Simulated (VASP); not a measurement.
# Co3H in VASP: single point with PBEsol

Aim: the single point of Co3H with PBEsol.

Program: VASP 6.6.1. These are calculated values, not measurements. Logs are shortened: lines on timing, memory, paths and dates and some standing lists are left out, and cuts for length are marked.

## (1) The cell of the first run

The cell holds a slab with vacuum, 4 atoms: a = 2.456 Å, b = 2.456 Å, c = 22.969 Å, α = 90.00°, β = 90.00°, γ = 120.00°.

## (2) Single point, PBEsol, collinear spin, ferromagnetic start

INCAR reads:

```
PREC = Accurate
ENCUT = 520
EDIFF = 1E-6
ISMEAR = 0
SIGMA = 0.1
LREAL = False
LASPH = True
NELM = 150
ALGO = Normal
ISIF = 2
LWAVE = False
LCHARG = False
ISPIN = 2
MAGMOM = 1.94 1.89 1.94 1
LORBIT = 11
LMAXMIX = 4
LDIPOL = True
IDIPOL = 3
DIPOL = 0.5 0.5 0.486
GGA = PS
NBANDS = 26
```

KPOINTS reads:

```
Automatic mesh
0
Gamma
  12 12 1
```

POSCAR reads:

```
Co3H
1.0
    2.4564189030      0.0000000000      0.0000000000
   -1.2282094515      2.1273211723      0.0000000000
    0.0000000000      0.0000000000     22.9694710870
Co H
3 1
Direct
    0.6666666667      0.3333333333      0.3700564096
    0.3336804022      0.6663195978      0.4536436195
    0.6669229421      0.3330770579      0.5402956944
    0.3338582264     -0.3338582264      0.5799306384
```

Potentials or basis: VASP PAW PBE potentials, release 64 (Co, H).

Command:

```sh
$ cat potpaw_PBE.64/Co/POTCAR potpaw_PBE.64/H/POTCAR > POTCAR
$ mpirun -np 1 vasp_std > vasp.out
```

OUTCAR:

```text
PREC = Accurate
   ENCUT = 520
   EDIFF = 1E-6
   ISMEAR = 0
   LREAL = False
   LASPH = True
   NELM = 150
   ISIF = 2
   ISPIN = 2
   LORBIT = 11
   GGA = PS

 ion  position               nearest neighbor table
   1  0.667  0.333  0.370-   2 2.39   2 2.39   2 2.39
   2  0.334  0.666  0.454-   1 2.39   1 2.39   1 2.39   3 2.44   3 2.44   3 2.44
   3  0.667  0.333  0.540-   4 1.68   4 1.69   4 1.69   2 2.44   2 2.44   2 2.44
   4  0.334  0.666  0.580-   3 1.68   3 1.69   3 1.69

  LATTYP: Found a hexagonal cell.
 ALAT       =     2.4564189030
 C/A-ratio  =     9.3507956069

  Lattice vectors:

 A1 = (   2.4564189030,   0.0000000000,   0.0000000000)
 A2 = (  -1.2282094515,   2.1273211723,   0.0000000000)
 A3 = (   0.0000000000,   0.0000000000,  22.9694710870)

Analysis of symmetry for initial positions (statically):
=====================================================================
 Subroutine PRICEL returns:
 Original cell was already a primitive cell.

 Routine SETGRP: Setting up the symmetry group for a
 hexagonal supercell.

 Subroutine GETGRP returns: Found  2 space group operations
 (whereof  2 operations were pure point group operations)
 out of a pool of 24 trial point group operations.

The static configuration has the point symmetry C_1h.

Analysis of symmetry for dynamics (positions and initial velocities):
=====================================================================
 Subroutine PRICEL returns:
 Original cell was already a primitive cell.

 Routine SETGRP: Setting up the symmetry group for a
 hexagonal supercell.

 Subroutine GETGRP returns: Found  2 space group operations
 (whereof  2 operations were pure point group operations)
 out of a pool of 24 trial point group operations.

The dynamic configuration has the point symmetry C_1h.

Analysis of structural, dynamic, and magnetic symmetry:
=====================================================================
 Subroutine PRICEL returns:
 Original cell was already a primitive cell.

 Routine SETGRP: Setting up the symmetry group for a
 hexagonal supercell.

 Subroutine GETGRP returns: Found  2 space group operations
 (whereof  2 operations were pure point group operations)
 out of a pool of 24 trial point group operations.

The overall configuration has the point symmetry C_1h.

 Subroutine INISYM returns: Found  2 space group operations
 (whereof  2 operations are pure point group operations),
 and found     1 'primitive' translations

----------------------------------------------------------------------------------------

                                     Primitive cell

  volume of cell :     120.0291

  direct lattice vectors                    reciprocal lattice vectors
     2.456418903  0.000000000  0.000000000     0.407096688  0.235037382  0.000000000
    -1.228209451  2.127321172  0.000000000     0.000000000  0.470074765  0.000000000
     0.000000000  0.000000000 22.969471087     0.000000000  0.000000000  0.043536048

  length of vectors
     2.456418903  2.456418903 22.969471087     0.470074765  0.470074765  0.043536048

  position of ions in fractional coordinates (direct lattice)
     0.666666667  0.333333333  0.370056410
     0.333680402  0.666319598  0.453643619
     0.666922942  0.333077058  0.540295694
     0.333858226  0.666141774  0.579930638

  ion indices of the primitive-cell ions
   primitive index   ion index
                 1           1
                 2           2
                 3           3
                 4           4

----------------------------------------------------------------------------------------

 KPOINTS: Automatic mesh

Automatic generation of k-mesh.
 Grid dimensions read from file:
 generate k-points for:   12   12    1

 Generating k-lattice:

  Cartesian coordinates                     Fractional coordinates (reciprocal lattice)
     0.033924724  0.019586449  0.000000000     0.083333333 -0.000000000  0.000000000
     0.000000000  0.039172897  0.000000000     0.000000000  0.083333333  0.000000000
     0.000000000  0.000000000  0.043536048     0.000000000  0.000000000  1.000000000

  Length of vectors
     0.039172897  0.039172897  0.043536048

  Shift w.r.t. Gamma in fractional coordinates (k-lattice)
     0.000000000  0.000000000  0.000000000

 Subroutine IBZKPT returns following result:
 ===========================================

 Found     43 irreducible k-points:

 Following reciprocal coordinates:
            Coordinates               Weight
  0.000000  0.000000  0.000000      1.000000
  0.083333 -0.000000  0.000000      4.000000
 -0.083333  0.083333  0.000000      2.000000
  0.166667 -0.000000  0.000000      4.000000
 -0.166667  0.166667  0.000000      2.000000
  0.250000 -0.000000  0.000000      4.000000
[... 16 lines left out ...]
 -0.083333  0.416667  0.000000      4.000000
 -0.416667  0.333333  0.000000      4.000000
 [... further k-points ...]
   k-points           NKPTS =     43   k-points in BZ     NKDIM =     43   number of bands    NBANDS=     26
   number of dos      NEDOS =    301   number of ions     NIONS =      4
   total plane-waves  NPLWV =  58320
   dimension x,y,z NGX =    18 NGY =   18 NGZ =  180
   dimension x,y,z NGXF=    36 NGYF=   36 NGZF=  360
   ions per type =               3   1
   NGX,Y,Z   is equivalent  to a cutoff of  12.18, 12.18, 13.03 a.u.
   NGXF,Y,Z  is equivalent  to a cutoff of  24.36, 24.36, 26.06 a.u.
 SYSTEM =  unknown system
   PREC   = accura    normal or accurate (medium, high low for compatibility)
   ISTART =      0    job   : 0-new  1-cont  2-samecut
   ICHARG =      2    charge: 1-file 2-atom 10-const
   ISPIN  =      2    spin polarized calculation?
   LNONCOLLINEAR =      F non collinear calculations
   LSORBIT =      F    spin-orbit coupling
   LASPH  =      T    aspherical Exc in radial PAW
   ENCUT  =  520.0 eV  38.22 Ry    6.18 a.u.   4.57  4.57 42.71*2*pi/ulx,y,z
   NELM   =    150;   NELMIN=  2; NELMDL= -5     # of ELM steps
   EDIFF  = 0.1E-05   stopping-criterion for ELM
   LREAL  =      F    real-space projection
   EDIFFG = 0.1E-04   stopping-criterion for IOM
   NSW    =      0    number of steps for IOM
   IBRION =     -1    ionic relax: 0-MD 1-quasi-New 2-CG
   NFREE  =      0    steps in history (QN), initial steepest desc. (CG)
   ISIF   =      2    stress and relaxation
   ISYM   =      2    0-nonsym 1-usesym 2-fastsym
   POTIM  = 0.5000    time-step for ionic-motion
   TEBEG  =    0.0;   TEEND  =   0.0 temperature during run
   PSTRESS=    0.0 pullay stress
   NELECT =      28.0000    total number of electrons
   NUPDOWN=      -1.0000    fix difference up-down
   EMIN   =  10.00;   EMAX   =-10.00  energy-range for DOS
   EFERMI =   0.00;   METHOD = LEGACY
   ISMEAR =     0;   SIGMA  =   0.10  broadening in eV -4-tet -1-fermi 0-gaus
   EFERMI_NEDOS =   21; number of points for ismear=-14 and -15
   IALGO  =     38    algorithm
   IMIX   =      4    mixing-type and parameters
     AMIX     =   0.40;   BMIX     =  1.00
     AMIX_MAG =   1.60;   BMIX_MAG =  1.00
  volume/ion in A,a.u.               =      30.01       202.50
  Fermi-wavevector in a.u.,A,eV,Ry     =   1.007779  1.904426 13.818331  1.015619
  Thomas-Fermi vector in A             =   2.140605
   LORBIT       =     11    0 simple, 1 ext, 2 COOP (PROOUT), +10 PAW based schemes
   GGA     = PS    functional components
   LHFCALC =     F    Hartree Fock is set to
   AEXX    =    0.0000 exact exchange contribution
   IVDW    =     0    specifies the selected vdW correction
   LEPSILON=     F    determine dielectric tensor
   LRPA    =     F    only Hartree local field effects (RPA)
 spin polarized calculation
 Gauss-broadening in eV      SIGMA  =   0.10
  energy-cutoff  :      520.00
  volume of cell :      120.03
 maximum number of plane-waves:      3288
   NGX =  9   NGY =  9   NGZ = 85

 dipolmoment           0.000000      0.000000      0.000876 electrons x Angstroem

 number of electron      27.9999975 magnetization       4.4173525

 dipolmoment           0.000000      0.000000     -0.003653 electrons x Angstroem

 Free energy of the ion-electron system (eV)
  ---------------------------------------------------
  ext. energy  EPLUGINS =         0.00000000
  ---------------------------------------------------
  free energy    TOTEN  =       -25.50899854 eV

  energy without entropy =      -25.49619451  energy(sigma->0) =      -25.50259653

 E-fermi :  -0.7071     XC(G=0):  -4.5670

 val. band max:       -0.7247439925   @ k =   0.0000   0.0000   0.0000
 cond. band min:      -0.7046330002   @ k =  -0.0833   0.5000   0.0000
 fundamental gap:      0.0201109923
 Fermi energy:        -0.7070591012

 spin component 1

 k-point     1 :       0.0000    0.0000    0.0000
  band No.  band energies     occupation
      1     -10.2148      1.00000
      2      -8.4959      1.00000
      3      -6.3934      1.00000
      4      -4.2063      1.00000
      5      -3.4540      1.00000
      6      -3.4446      1.00000
[... 685 lines left out ...]
     25      10.3162      0.00000
     26      10.6244      0.00000

 [... further k-points ...]

 spin component 2

 k-point     1 :       0.0000    0.0000    0.0000
  band No.  band energies     occupation
      1     -10.1380      1.00000
      2      -8.3976      1.00000
      3      -5.8798      1.00000
      4      -3.5215      1.00000
      5      -2.2708      1.00000
      6      -2.0267      1.00000
[... 685 lines left out ...]
     25      10.5159      0.00000
     26      10.7877      0.00000

 [... further k-points ...]

------------------------ aborting loop because EDIFF is reached ----------------------------------------

 vacuum level on the upper side and lower side of the slab       (xc-potential included)        -0.060         0.064

  FORCE on cell =-STRESS in cart. coord.  units (eV):
  Direction    XX          YY          ZZ          XY          YZ          ZX
  --------------------------------------------------------------------------------------
  -------------------------------------------------------------------------------------
  Total       -0.9130065     -0.9185891     -0.1766723     -0.0048346      0.0047379     -0.0082063
  in kB      -12.1870321    -12.2615496     -2.3582641     -0.0645340      0.0632426     -0.1095394
  external PRESSURE =      -8.9356153 kB  Pullay stress =       0.0000000 kB

 VOLUME and BASIS-vectors are now :
 -----------------------------------------------------------------------------
  energy-cutoff  :      520.00
  volume of cell :      120.03
      direct lattice vectors                 reciprocal lattice vectors
     2.456418903  0.000000000  0.000000000     0.407096688  0.235037382  0.000000000
    -1.228209451  2.127321172  0.000000000     0.000000000  0.470074765  0.000000000
     0.000000000  0.000000000 22.969471087     0.000000000  0.000000000  0.043536048

 POSITION                                       TOTAL-FORCE (eV/Angst)
 -----------------------------------------------------------------------------------
      1.22821      0.70911      8.50000         0.002208     -0.001275      0.040963
      0.00128      1.41748     10.41995        -0.001996      0.001153     -0.003562
      1.22915      0.70856     12.41031         0.003678     -0.002123     -0.029033
      0.00193      1.41710     13.32070        -0.003890      0.002246     -0.008368
 -----------------------------------------------------------------------------------
    total drift:                                0.000129     -0.000075     -0.000847

  FREE ENERGIE OF THE ION-ELECTRON SYSTEM (eV)
  ---------------------------------------------------
  free  energy   TOTEN  =       -25.5089985393 eV

  energy  without entropy=      -25.4961945118  energy(sigma->0) =      -25.50259653

 vacuum level on the upper side and lower side of the slab         4.229         4.355

 total charge

# of ion       s       p       d       tot
------------------------------------------
    1        0.501   0.446   7.272   8.218
    2        0.508   0.575   7.296   8.379
    3        0.487   0.603   7.368   8.458
    4        0.526   0.026   0.000   0.552
--------------------------------------------------
tot          2.022   1.649  21.935  25.606

 magnetization (x)

# of ion       s       p       d       tot
------------------------------------------
    1       -0.013  -0.043   1.679   1.623
    2       -0.014  -0.049   1.703   1.640
    3       -0.004  -0.015   1.191   1.173
    4       -0.016   0.001   0.000  -0.015
--------------------------------------------------
tot         -0.047  -0.106   4.573   4.421
```

It took 6.3 min on 1 thread of Intel Xeon 6975P-C (Granite Rapids), shared host; peak memory 0.4 GiB.

Results:

* Free energy: -25.5090 eV
* Largest force: 0.041 eV/Å
* Net moment: 4.42 μB per cell
* Site moments: Co +1.62, +1.64, +1.17; H -0.01 μB
* Valence electrons inside the program's atomic spheres: Co 8.22, 8.38, 8.46; H 0.55

Forces in eV/Å, atoms in the order of the input:
```
Co   0.002 -0.001  0.041
Co  -0.002  0.001 -0.004
Co   0.004 -0.002 -0.029
H   -0.004  0.002 -0.008
```

Levels at points of the mesh, in eV from the Fermi level:
Spin up:
| k point | band 13 | band 14 | band 15 | band 16 | band 17 | band 18 | band 19 | band 20 |
| --- | --- | --- | --- | --- | --- | --- | --- | --- |
| (0.00, 0.00, 0.00) | -1.63 | -1.63 | -0.94 | -0.94 | -0.73 | -0.72 | -0.26 | 4.46 |
| (0.50, 0.00, 0.00) | -0.61 | -0.35 | -0.32 | -0.08 | 1.47 | 2.97 | 4.77 | 7.10 |
| (0.50, 0.50, 0.00) | -0.61 | -0.35 | -0.32 | -0.09 | 1.47 | 2.97 | 4.78 | 7.10 |
Spin down:
```tsv
k point	band 8	band 9	band 10	band 11	band 12	band 13	band 14	band 15
(0.00, 0.00, 0.00)	-1.10	-1.10	-1.09	-0.81	-0.81	-0.04	-0.02	-0.02
(0.50, 0.00, 0.00)	-1.02	-0.76	-0.13	0.19	0.91	1.07	1.26	1.33
(0.50, 0.50, 0.00)	-1.02	-0.76	-0.13	0.19	0.91	1.07	1.26	1.32
```

Caveat: the PAW data sets were made with another functional, which shifts forces and pressure a little.
